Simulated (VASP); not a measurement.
Input of a VASP 6.6.1 run:

The input INCAR:

```
SYSTEM = Br
PREC = Accurate
ENCUT = 520
EDIFF = 1E-6
ISMEAR = -1
SIGMA = 0.0464
LREAL = .FALSE.
LASPH = .TRUE.
NELM = 80
ALGO = Normal
ISIF = 2
LWAVE = .FALSE.
LCHARG = .FALSE.
GGA = PE
NBANDS = 22
```

KPOINTS

```
Automatic mesh
0
G
  5 5 2
  0 0 0
```

The input POSCAR:

```
Br
1.0
    3.2751440000      2.3431070000      0.0000000000
    3.2751440000     -2.3431070000      0.0000000000
    0.0000000000      0.0000000000     -8.5497390000
Br
4
Direct
    0.1300000000      0.8700000000      0.9000000000
    0.3700000000      0.6300000000      0.4000000000
    0.8700000000      0.1300000000      0.1000000000
    0.6300000000      0.3700000000      0.6000000000
```

Potentials or basis: VASP PAW PBE potentials, release 64 (Br).

The run is started by

```sh
$ cat potpaw_PBE.64/Br/POTCAR > POTCAR
$ mpirun -np 1 vasp_std > vasp.out
```

Question: What does it give for the largest force?

Answer: 5.030 eV/Å.

Question: What does it give for the band gap on the k mesh?

Answer: 2.72 eV (least direct gap 2.77 eV).

Stress tensor (GPa, compression positive):
```
 1.36  0.00  0.00
 0.00  9.40  0.00
 0.00  0.00 17.79
```

Caveat: the cell stands under pressure; this functional lacks dispersion, which holds the molecules together, so the pressure and a relaxed volume are unreliable; an odd mesh through Γ misses points on the zone boundary, where band edges can lie; forces of over 1 eV/Å act on the atoms, so gaps and moduli don't describe the material at rest.
